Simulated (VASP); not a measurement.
# ZnO (P6_3mc) in VASP: further runs, part 2 of 2

VASP 6.6.1.

### 3 Relaxation of cell and atoms, PBEsol

This run uses another cell than the first one, of 11.90 Å³/atom.

INCAR reads:

```
PREC     = Accurate       # precision mode
ENCUT    = 600            # plane-wave cutoff, eV
EDIFF    = 1E-7           # SCF threshold, eV
ISMEAR   = 0              # smearing method
SIGMA    = 0.02           # smearing width, eV
LREAL    = False          # projectors in reciprocal space
LASPH    = True           # aspherical terms in the spheres
NELM     = 60             # most SCF steps
ALGO     = Normal         # electronic algorithm
ISIF     = 3              # what is computed and relaxed
LWAVE    = False          # write WAVECAR
LCHARG   = False          # write CHGCAR
GGA      = PS             # functional
IBRION   = 2              # ionic algorithm
NSW      = 100            # ionic steps
EDIFFG   = -0.005         # ionic threshold
```

KPOINTS reads:

```
Automatic mesh
0
Gamma
  12 12 6
```

POSCAR reads:

```
ZnO
1.0
    3.2493080000      0.0000000000      0.0000000000
   -1.6246540000      2.8139832727      0.0000000000
    0.0000000000      0.0000000000      5.2057090000
Zn O
2 2
Direct
    0.3333333333      0.6666666667      0.5000000000
    0.6666666667      0.3333333333      0.0000000000
    0.6666666667      0.3333333333      0.3790100000
    0.3333333333      0.6666666667      0.8790100000
```

Potentials or basis: VASP PAW PBE potentials, release 64 (Zn, O).

Command:

```bash
cat potpaw_PBE.64/Zn/POTCAR potpaw_PBE.64/O/POTCAR > POTCAR
mpirun -np 1 vasp_std > vasp.out
```

OUTCAR:

```text
PREC = Accurate
   ENCUT = 600
   EDIFF = 1E-7
   ISMEAR = 0
   LREAL = False
   LASPH = True
   NELM = 60
   ISIF = 3
   GGA = PS
   IBRION = 2
   NSW = 100
   EDIFFG = -0.005

 ion  position               nearest neighbor table
   1  0.333  0.667  0.500-   4 1.97   3 1.98   3 1.98   3 1.98
   2  0.667  0.333  0.000-   3 1.97   4 1.98   4 1.98   4 1.98
   3  0.667  0.333  0.379-   2 1.97   1 1.98   1 1.98   1 1.98
   4  0.333  0.667  0.879-   1 1.97   2 1.98   2 1.98   2 1.98

  LATTYP: Found a hexagonal cell.
 ALAT       =     3.2493080000
 C/A-ratio  =     1.6020977390

  Lattice vectors:

 A1 = (   3.2493080000,   0.0000000000,   0.0000000000)
 A2 = (  -1.6246540000,   2.8139832727,   0.0000000000)
 A3 = (   0.0000000000,   0.0000000000,   5.2057090000)

Analysis of symmetry for initial positions (statically):
=====================================================================
 Subroutine PRICEL returns:
 Original cell was already a primitive cell.

 Routine SETGRP: Setting up the symmetry group for a
 hexagonal supercell.

 Subroutine GETGRP returns: Found 12 space group operations
 (whereof  6 operations were pure point group operations)
 out of a pool of 24 trial point group operations.

The static configuration has the point symmetry C_3v.
 The point group associated with its full space group is C_6v.

Analysis of symmetry for dynamics (positions and initial velocities):
=====================================================================
 Subroutine PRICEL returns:
 Original cell was already a primitive cell.

 Routine SETGRP: Setting up the symmetry group for a
 hexagonal supercell.

 Subroutine GETGRP returns: Found 12 space group operations
 (whereof  6 operations were pure point group operations)
[... 131 lines left out ...]
   LORBIT       =      0    0 simple, 1 ext, 2 COOP (PROOUT), +10 PAW based schemes
   GGA     = PS    functional components
   LHFCALC =     F    Hartree Fock is set to
   AEXX    =    0.0000 exact exchange contribution
   IVDW    =     0    specifies the selected vdW correction
   LEPSILON=     F    determine dielectric tensor
   LRPA    =     F    only Hartree local field effects (RPA)
 conjugate gradient relaxation of ions
 non-spin polarized calculation
 Gauss-broadening in eV      SIGMA  =   0.02
  energy-cutoff  :      600.00
  volume of cell :       47.60
 maximum number of plane-waves:      1617
 NGX is ok and might be reduce to    28
   NGX = 13   NGY = 13   NGZ = 21

--------------------------------------- Ionic step        1  -------------------------------------------

 number of electron      36.0000008 magnetization

 Free energy of the ion-electron system (eV)
  ---------------------------------------------------
  ext. energy  EPLUGINS =         0.00000000
  ---------------------------------------------------
  free energy    TOTEN  =       -19.41416251 eV

  energy without entropy =      -19.41416251  energy(sigma->0) =      -19.41416251

------------------------ aborting loop because EDIFF is reached ----------------------------------------

  FORCE on cell =-STRESS in cart. coord.  units (eV):
  Direction    XX          YY          ZZ          XY          YZ          ZX
  --------------------------------------------------------------------------------------
  -------------------------------------------------------------------------------------
  Total       -0.3617099     -0.3617099      0.1489533      0.0000000      0.0000000      0.0000000
  in kB      -12.1752718    -12.1752718      5.0138176      0.0000000      0.0000000      0.0000000
  external PRESSURE =      -6.4455754 kB  Pullay stress =       0.0000000 kB
[... 253 lines left out ...]
--------------------------------------- Ionic step        8  -------------------------------------------

 number of electron      36.0000009 magnetization

 Free energy of the ion-electron system (eV)
  ---------------------------------------------------
  ext. energy  EPLUGINS =         0.00000000
  ---------------------------------------------------
  free energy    TOTEN  =       -19.41590224 eV

  energy without entropy =      -19.41590224  energy(sigma->0) =      -19.41590224

 E-fermi :   1.1883     XC(G=0): -11.2109

 val. band max:        1.0939739241   @ k =   0.0000   0.0000   0.0000
 cond. band min:       1.7775810437   @ k =   0.0000   0.0000   0.0000
 fundamental gap:      0.6836071195
 Fermi energy:         1.1882693315

 k-point     1 :       0.0000    0.0000    0.0000
  band No.  band energies     occupation
      1     -16.9899      2.00000
      2     -16.2427      2.00000
      3      -4.6686      2.00000
      4      -4.6468      2.00000
      5      -4.6468      2.00000
      6      -4.6011      2.00000
[... 589 lines left out ...]
     21       9.3036      0.00000
     22       9.8627      0.00000

 [... further k-points ...]

------------------------ aborting loop because EDIFF is reached ----------------------------------------

  FORCE on cell =-STRESS in cart. coord.  units (eV):
  Direction    XX          YY          ZZ          XY          YZ          ZX
  --------------------------------------------------------------------------------------
  -------------------------------------------------------------------------------------
  Total        0.0019026      0.0019026      0.0079907      0.0000000      0.0000000      0.0000000
  in kB        0.0643437      0.0643437      0.2702297      0.0000000      0.0000000      0.0000000
  external PRESSURE =       0.1329724 kB  Pullay stress =       0.0000000 kB
[... 19 lines left out ...]
  FREE ENERGIE OF THE ION-ELECTRON SYSTEM (eV)
  ---------------------------------------------------
  free  energy   TOTEN  =       -19.4159022446 eV

  energy  without entropy=      -19.4159022446  energy(sigma->0) =      -19.41590224

 reached required accuracy - stopping structural energy minimisation
```

OSZICAR:

```text
N       E                     dE             d eps       ncg     rms          rms(c)
DAV:   1     0.308642146666E+03    0.30864E+03   -0.20589E+04  3352   0.263E+03
[... 67 lines left out ...]
       N       E                     dE             d eps       ncg     rms          rms(c)
DAV:   1    -0.194160013252E+02   -0.12519E-03   -0.16747E-02  3344   0.113E+00    0.779E-02
DAV:   2    -0.194159361503E+02    0.65175E-04   -0.44514E-04  4126   0.329E-01    0.416E-02
DAV:   3    -0.194159082892E+02    0.27861E-04   -0.22492E-05  4904   0.804E-02    0.190E-02
DAV:   4    -0.194159021601E+02    0.61291E-05   -0.11063E-05  4522   0.447E-02    0.269E-03
DAV:   5    -0.194159022903E+02   -0.13023E-06   -0.18735E-06  3434   0.145E-02    0.162E-03
DAV:   6    -0.194159022446E+02    0.45660E-07   -0.24090E-08  1744   0.623E-03
   8 F= -.19415902E+02 E0= -.19415902E+02  d E =-.690497E-04
```

CONTCAR:

```text
ZnO
   1.00000000000000
     3.2365375305029551    0.0000000000000000    0.0000000000000000
    -1.6182687652514776    2.8029237216975402    0.0000000000000000
     0.0000000000000000   -0.0000000000000000    5.2223908840234134
  Zn              O
     2     2
Direct
     0.3333333332999970    0.6666666667000030    0.4999299966045052
     0.6666666667000030    0.3333333332999970    0.9999299966045052
     0.6666666667000030    0.3333333332999970    0.3790800033954958
     0.3333333332999970    0.6666666667000030    0.8790800033954957

  0.00000000E+00  0.00000000E+00  0.00000000E+00
  0.00000000E+00  0.00000000E+00  0.00000000E+00
  0.00000000E+00  0.00000000E+00  0.00000000E+00
  0.00000000E+00  0.00000000E+00  0.00000000E+00
```

Run time: 3.2 min. Hardware: 1 thread of AMD EPYC 9R45 (Zen 5), shared host; peak memory 0.21 GiB.

What came out:

| Property | Result |
| --- | --- |
| Free energy | -19.4159 eV |
| Relaxed volume | 11.84 Å³/atom |
| Relaxed cell | a = 3.237 Å, b = 3.237 Å, c = 5.222 Å, α = 90.00°, β = 90.00°, γ = 120.00° |
| Space group after relaxing (to 0.1 Å) | P6_3mc (No. 186) |
| Energy gained by relaxing | 0.4 meV/atom |
| Ionic steps | 8 |
| Pressure after relaxing | 0.0 GPa |
| Largest force after relaxing | 0.004 eV/Å |
| Band gap on the k mesh | 0.68 eV |

Forces on the atoms (eV/Å):
```
Zn   0.000  0.000  0.004
Zn   0.000  0.000  0.004
O    0.000  0.000 -0.004
O    0.000  0.000 -0.004
```

Step by step:
```
step  energy change (eV)  largest force (eV/Å)  pressure (GPa)  volume (Å³)
   1              0.0000                0.0650           -0.64        47.60
   2             -0.0015                0.0315            0.30        47.27
   3             -0.0016                0.0086            0.09        47.35
   4             -0.0016                0.0071            0.09        47.35
   5             -0.0017                0.0113           -0.05        47.39
   6             -0.0017                0.0125           -0.07        47.40
   7             -0.0017                0.0086           -0.03        47.39
   8             -0.0017                0.0042            0.01        47.38
```

Final structure:
```yaml
crystal:
  lattice:
    - [3.23654, 0.00000, 0.00000]
    - [-1.61827, 2.80292, 0.00000]
    - [0.00000, 0.00000, 5.22239]
  atoms:
    - { symbol: Zn, position: [0.33333, 0.66667, 0.49993] }
    - { symbol: Zn, position: [0.66667, 0.33333, 0.99993] }
    - { symbol: O, position: [0.66667, 0.33333, 0.37908] }
    - { symbol: O, position: [0.33333, 0.66667, 0.87908] }
```

Caveat: the PAW data sets were made with another functional, which shifts forces and pressure a little. A hybrid or GW would open this gap; PBEsol tends to underestimate it.

### 4 Single point, PBEsol

INCAR reads:

```
SYSTEM = ZnO
  PREC = Accurate
  ENCUT = 520
  EDIFF = 1E-6
  ISMEAR = 0
  SIGMA = 0.02
  LREAL = .False.
  LASPH = .True.
  NELM = 80
  ALGO = Normal
  ISIF = 2
  LWAVE = .False.
  LCHARG = .True.
  GGA = PS
  LELF = .True.
  LVHAR = .True.
  NBANDS = 26
```

KPOINTS reads:

```
regular mesh
0
Gamma
  9 9 6
  0 0 0
```

POSCAR reads:

```
ZnO
1.0
    3.2300572054      0.0000000000      0.0000000000
   -1.6150286027      2.7973115956      0.0000000000
    0.0000000000      0.0000000000      5.2141142649
Zn O
2 2
Direct
    0.3333333333      0.6666666667      0.5000326389
    0.6666666667      0.3333333333      0.0000326389
    0.6666666667      0.3333333333      0.3789773611
    0.3333333333      0.6666666667      0.8789773611
```

Command:

```bash
cat potpaw_PBE.64/Zn/POTCAR potpaw_PBE.64/O/POTCAR > POTCAR
mpirun -np 1 vasp_std > vasp.out
```

It took 24 s on 1 thread of AMD EPYC 9R45 (Zen 5), shared host; peak memory 0.15 GiB.

It converged, with:

```yaml
Free_energy: -19.4104 eV
Pressure: 0.8 GPa
Band_gap_on_the_k_mesh: 0.69 eV
```

Levels at points of the mesh, in eV from the valence-band top:
| k point | band 15 | band 16 | band 17 | band 18 | band 19 | band 20 | band 21 | band 22 |
| --- | --- | --- | --- | --- | --- | --- | --- | --- |
| (0.00, 0.00, 0.00) | -0.81 | -0.09 | 0.00 | 0.00 | 0.69 | 5.15 | 8.10 | 12.83 |
| (0.00, 0.00, 0.50) | -0.40 | -0.40 | -0.40 | -0.40 | 3.38 | 3.38 | 9.96 | 9.96 |

Caveat: the PAW data sets were made with another functional, which shifts forces and pressure a little.

### 5 Relaxation of cell and atoms, PBEsol

This run uses another cell than the first one, of 11.90 Å³/atom.

INCAR reads:

```
PREC     = Accurate       # precision mode
ENCUT    = 600            # plane-wave cutoff, eV
EDIFF    = 1E-7           # SCF threshold, eV
ISMEAR   = 0              # smearing method
SIGMA    = 0.02           # smearing width, eV
LREAL    = False          # projectors in reciprocal space
LASPH    = True           # aspherical terms in the spheres
NELM     = 60             # most SCF steps
ALGO     = Normal         # electronic algorithm
ISIF     = 3              # what is computed and relaxed
LWAVE    = False          # write WAVECAR
LCHARG   = False          # write CHGCAR
GGA      = PS             # functional
IBRION   = 2              # ionic algorithm
NSW      = 100            # ionic steps
EDIFFG   = -0.005         # ionic threshold
```

KPOINTS reads:

```
Automatic mesh
0
Gamma
  9 9 6
```

POSCAR reads:

```
ZnO
1.0
    3.2493080000      0.0000000000      0.0000000000
   -1.6246540000      2.8139832727      0.0000000000
    0.0000000000      0.0000000000      5.2057090000
Zn O
2 2
Direct
    0.3333333333      0.6666666667      0.5000000000
    0.6666666667      0.3333333333      0.0000000000
    0.6666666667      0.3333333333      0.3790100000
    0.3333333333      0.6666666667      0.8790100000
```

Command:

```bash
cat potpaw_PBE.64/Zn/POTCAR potpaw_PBE.64/O/POTCAR > POTCAR
mpirun -np 1 vasp_std > vasp.out
```

It took 2.5 min on 1 thread of AMD EPYC 9R45 (Zen 5), shared host; peak memory 0.18 GiB.

Results (log left out):

* Free energy: -19.4157 eV
* Relaxed volume: 11.84 Å³/atom
* Relaxed cell: a = 3.237 Å, b = 3.237 Å, c = 5.222 Å, α = 90.00°, β = 90.00°, γ = 120.00°
* Space group after relaxing (to 0.1 Å): P6_3mc (No. 186)
* Energy gained by relaxing: 0.4 meV/atom
* Ionic steps: 8
* Pressure after relaxing: 0.0 GPa
* Largest force after relaxing: 0.004 eV/Å
* Band gap on the k mesh: 0.68 eV

Forces in eV/Å, atoms in the order of the input:
```
Zn   0.000  0.000  0.004
Zn   0.000  0.000  0.004
O    0.000  0.000 -0.004
O    0.000  0.000 -0.004
```

The path:
```csv
step,energy change (eV),largest force (eV/Å),pressure (GPa),volume (Å³)
1,0.0000,0.0650,-0.64,47.60
2,-0.0015,0.0314,0.30,47.27
3,-0.0016,0.0085,0.09,47.35
4,-0.0016,0.0070,0.09,47.35
5,-0.0017,0.0112,-0.05,47.39
6,-0.0017,0.0124,-0.07,47.40
7,-0.0017,0.0086,-0.03,47.39
8,-0.0017,0.0043,0.02,47.38
```

Final structure:
```yaml
crystal:
  lattice:
    - [3.23654, 0.00000, 0.00000]
    - [-1.61827, 2.80292, 0.00000]
    - [0.00000, 0.00000, 5.22228]
  atoms:
    - { symbol: Zn, position: [0.33333, 0.66667, 0.49993] }
    - { symbol: Zn, position: [0.66667, 0.33333, 0.99993] }
    - { symbol: O, position: [0.66667, 0.33333, 0.37908] }
    - { symbol: O, position: [0.33333, 0.66667, 0.87908] }
```

Levels at points of the mesh, in eV from the valence-band top:
| k point | band 14 | band 15 | band 16 | band 17 | band 18 | band 19 | band 20 | band 21 | band 22 |
| --- | --- | --- | --- | --- | --- | --- | --- | --- | --- |
| (0.00, 0.00, 0.00) | -0.81 | -0.81 | -0.09 | 0.00 | 0.00 | 0.68 | 5.13 | 8.09 | 12.80 |
| (0.00, 0.00, 0.50) | -2.27 | -0.40 | -0.40 | -0.40 | -0.40 | 3.37 | 3.37 | 9.94 | 9.94 |

Caveat: the PAW data sets were made with another functional, which shifts forces and pressure a little.

### 6 Summary

| task | cell | k mesh | cutoff (eV) | gap on the mesh (eV) | pressure (GPa) | relaxed volume (Å³/atom) |
| --- | --- | --- | --- | --- | --- | --- |
| single point | a = 3.230, b = 3.230, c = 5.214 Å, angles 90.0, 90.0, 120.0°, 4 atoms | 12 × 12 × 6 | 520 | 0.69 | 0.8 | - |
| relaxation of cell and atoms | relaxed from a = 3.249, b = 3.249, c = 5.206 Å, angles 90.0, 90.0, 120.0°, 4 atoms | 12 × 12 × 6 | 600 | 0.68 | 0.0 | 11.84 |
| single point | a = 3.230, b = 3.230, c = 5.214 Å, angles 90.0, 90.0, 120.0°, 4 atoms | 9 × 9 × 6 | 520 | 0.69 | 0.8 | - |
| relaxation of cell and atoms | relaxed from a = 3.249, b = 3.249, c = 5.206 Å, angles 90.0, 90.0, 120.0°, 4 atoms | 9 × 9 × 6 | 600 | 0.68 | 0.0 | 11.84 |

Alike in all rows: level PBEsol; potentials or basis VASP PAW PBE potentials, release 64 (Zn, O); no spin polarisation; smearing gaussian 0.02 eV.

Caveats: the PAW data sets were made with another functional, which shifts forces and pressure a little.

Absolute energies hang on the potentials; compare differences alone.

### 7 Comparison with measurements

Step 2. Measured gap of ZnO: 3.37 eV (quoted in “Electronic structure of alkaline earth and post-transition metal oxides”, 2009, arxiv:0908.1581). This calculation gives 0.69 eV (-2.68 eV). So large a miss can be the level of theory's own, or it may mean another phase, state or a wrong row. The value is that of PBEsol, without temperature or zero-point motion. Semilocal functionals fall short of measured gaps as a rule.

Step 4. A measured gap of ZnO is 3.37 eV (quoted in “Electronic structure of alkaline earth and post-transition metal oxides”, 2009, arxiv:0908.1581); the calculated 0.69 eV misses it by -2.68 eV. So large a miss can be the level of theory's own, or it may mean another phase, state or a wrong row. The value is that of PBEsol, without temperature or zero-point motion. Semilocal functionals fall short of measured gaps as a rule.
